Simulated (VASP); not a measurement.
Wanted: the native input for a VASP 6.6.1 run.

- Task: single point
- Functional: r2SCAN
- Potentials or basis: VASP PAW PBE potentials, release 64 (Sn_d, O)
- Cutoff: 520 eV
- k mesh: 6 × 6 × 8
- Occupations: gaussian, width 0.05 eV
- Spin: no spin polarisation
- Dipole correction: no
- Further INCAR settings: ALGO = Normal; EDIFF = 1e-06; NBANDS = 35

Crystal: SnO2.

```
CELL_PARAMETERS angstrom
4.61702 0.00000 0.00000
0.00000 4.61726 0.00000
0.00000 0.00000 3.10469
ATOMIC_POSITIONS crystal
Sn 0.50000 0.50000 0.50000
Sn 0.00000 0.00000 0.00000
O 0.30586 0.30596 0.00000
O 0.80586 0.19404 0.50000
O 0.19414 0.80596 0.50000
O 0.69414 0.69404 0.00000
```

This cell differs from its parent crystal: strain -0.030 along x and y, -0.030 along z.

The input as run:

POSCAR

```
SnO2
1.0
    4.6170235687      0.0000000000      0.0000000000
    0.0000000000      4.6172558849      0.0000000000
    0.0000000000      0.0000000000      3.1046894355
Sn O
2 4
Direct
    0.5000000000      0.5000000000      0.5000000000
    0.0000000000      0.0000000000      0.0000000000
    0.3058623571      0.3059582263      0.0000000000
    0.8058623571      0.1940417737      0.5000000000
    0.1941376429      0.8059582263      0.5000000000
    0.6941376429      0.6940417737      0.0000000000
```

INCAR.step1

```
SYSTEM = SnO2
PREC = Accurate
ENCUT = 520
ISMEAR = 0
SIGMA = 0.05
LREAL = .FALSE.
LASPH = .TRUE.
NELM = 80
NBANDS = 35
GGA = PE
ALGO = Normal
EDIFF = 1E-4
LWAVE = .TRUE.
LCHARG = .FALSE.
```

INCAR.step2

```
SYSTEM = SnO2
PREC = Accurate
ENCUT = 520
EDIFF = 1E-6
ISMEAR = 0
SIGMA = 0.05
LREAL = .FALSE.
LASPH = .TRUE.
NELM = 80
ALGO = Normal
ISIF = 2
LWAVE = .FALSE.
LCHARG = .FALSE.
METAGGA = R2SCAN
LMIXTAU = .TRUE.
NBANDS = 35
ISTART = 1
```

KPOINTS

```
Automatic mesh
0
G
  6 6 8
  0 0 0
```

Potentials or basis: VASP PAW PBE potentials, release 64 (Sn_d, O).

The run is started by

```console
$ cat potpaw_PBE.64/Sn_d/POTCAR potpaw_PBE.64/O/POTCAR > POTCAR
$ cp INCAR.step1 INCAR
$ mpirun -np 1 vasp_std > vasp.out
$ cp INCAR.step2 INCAR
$ mpirun -np 1 vasp_std > vasp.out
```

Results of the run:

| Quantity | Value |
| --- | --- |
| Pressure | 26.1 GPa |
| Largest force | 0.404 eV/Å |
| Band gap on the k mesh | 2.96 eV |

Caveat: the cell differs from its parent crystal (strain -0.030 along x and y, -0.030 along z); the cell stands under pressure; the PAW data sets were made with another functional, which shifts forces and pressure a little; spin-orbit coupling is left out, which moves the levels of the heavy elements.

Run time: 3.8 min on 1 thread of Intel(R) Xeon(R) 6975P-C (Granite Rapids), with other jobs on the host, peak memory 0.27 GiB.
